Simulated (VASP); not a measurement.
**ZnO: single point with r2SCAN**

The system is ZnO.

```
Zn O
1.0
     3.25137    0.00000    0.00000
    -1.62569    2.81577    0.00000
     0.00000    0.00000    5.18439
Zn O
2 2
Direct
  0.33333 0.66667 0.49836
  0.66667 0.33333 0.99836
  0.66667 0.33333 0.38065
  0.33333 0.66667 0.88065
```

This cell differs from its parent crystal: in-plane strain +0.005, then relaxed in part.

| Quantity | Value |
| --- | --- |
| Program | VASP 6.6.1 |
| Task | single point |
| Functional | r2SCAN |
| Potentials or basis | VASP PAW PBE potentials, release 64 (Zn, O_h) |
| Cutoff | 1480 eV |
| k mesh | 8 × 8 × 4 |
| Occupations | gaussian, width 0.01 eV |
| Spin | no spin polarisation |

* Pressure: 0.7 GPa
* Band gap on the k mesh: 1.24 eV

Forces on the atoms (eV/Å):
```
Zn   0.000  0.000 -0.002
Zn   0.000  0.000 -0.002
O    0.000  0.000  0.002
O    0.000  0.000  0.002
```

Stress tensor (GPa, compression positive):
```
0.36 0.00 0.00
0.00 0.36 0.00
0.00 0.00 1.47
```

Levels at points of the mesh, in eV from the valence-band top:
```csv
k point,band 15,band 16,band 17,band 18,band 19,band 20,band 21,band 22
"(0.00, 0.00, 0.00)",-0.81,-0.09,0.00,0.00,1.24,5.82,8.90,13.63
"(0.50, 0.00, 0.00)",-2.84,-2.34,-1.28,-0.88,6.41,7.35,8.17,9.24
"(0.00, 0.00, 0.50)",-0.40,-0.40,-0.40,-0.40,3.94,3.94,10.88,10.88
"(0.50, 0.00, 0.50)",-1.56,-1.56,-1.36,-1.36,6.27,6.27,9.15,9.15
```

It took 11 min on 1 thread of Intel(R) Xeon(R) Platinum 8259CL CPU @ 2.50GHz (Skylake/Cascade Lake), on a shared host, peak memory 0.47 GiB.

Caveat: the cell differs from its parent crystal (in-plane strain +0.005, then relaxed in part); the PAW data sets were made with another functional, which shifts forces and pressure a little.
